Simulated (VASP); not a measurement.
## ZnS: single point with r2SCAN

ZnS:

```
Zn S
1.0
     3.81100    0.00000    0.00000
    -1.90550    3.30042    0.00000
     0.00000    0.00000    6.23400
Zn S
2 2
Direct
  0.20163 0.57026 0.92782
  0.66667 0.33333 0.50000
  0.33333 0.66667 0.38500
  0.66667 0.33333 0.88500
```

This cell differs from its parent crystal: atom 1 (Zn) moved by (-0.450, -0.450) A along [1 1 0] and z.

```json
{
  "Program": "VASP 6.6.1",
  "Task": "single point",
  "Functional": "r2SCAN",
  "Potentials or basis": "VASP PAW PBE potentials, release 64 (Zn, S)",
  "Cutoff": "520 eV",
  "k mesh": "6 × 6 × 4",
  "Occupations": "gaussian, width 0.05 eV",
  "Spin": "no spin polarisation"
}
```

```json
{"Pressure": "12.1 GPa", "Largest force": "11.944 eV/Å", "Band gap on the k mesh": "2.26 eV, direct"}
```

Forces on the atoms (eV/Å):
```
Zn   10.321   5.457   2.522
Zn   -0.022  -0.011  -0.455
S    -0.044  -0.082  -0.331
S   -10.254  -5.364  -1.736
```

Stress tensor (GPa, compression positive):
```
30.09 15.50  5.22
15.50  5.91  2.58
 5.22  2.58  0.26
```

Levels at points of the mesh, in eV from the valence-band top:
```
           k point  band 15  band 16  band 17  band 18  band 19  band 20  band 21  band 22
(0.00, 0.00, 0.00)    -0.86    -0.18    -0.07     0.00     2.26     3.30     5.41     7.11
(0.50, 0.00, 0.00)    -3.05    -2.77    -1.69    -1.21     3.82     4.76     5.00     7.23
(0.00, 0.50, 0.00)    -3.38    -2.94    -1.27    -1.18     2.59     4.68     5.29     7.49
(0.50, 0.50, 0.00)    -3.23    -2.60    -1.32    -1.14     2.78     4.64     5.07     7.37
(0.00, 0.00, 0.50)    -2.08    -0.75    -0.16    -0.11     2.96     4.19     5.35     7.00
(0.50, 0.00, 0.50)    -2.91    -1.83    -1.42    -1.04     3.31     4.23     5.04     5.35
(0.00, 0.50, 0.50)    -2.88    -1.96    -1.43    -1.10     2.86     4.20     4.66     5.65
(0.50, 0.50, 0.50)    -2.55    -1.86    -1.41    -1.11     3.06     3.90     4.74     5.53
```

Run time: 3.7 min on 1 thread of Intel(R) Xeon(R) 6975P-C (Granite Rapids), with other jobs on the host, peak memory 0.27 GiB.

Caveat: the cell differs from its parent crystal (atom 1 (Zn) moved by (-0.450, -0.450) A along [1 1 0] and z); the PAW data sets were made with another functional, which shifts forces and pressure a little. A k mesh can miss the band edges.
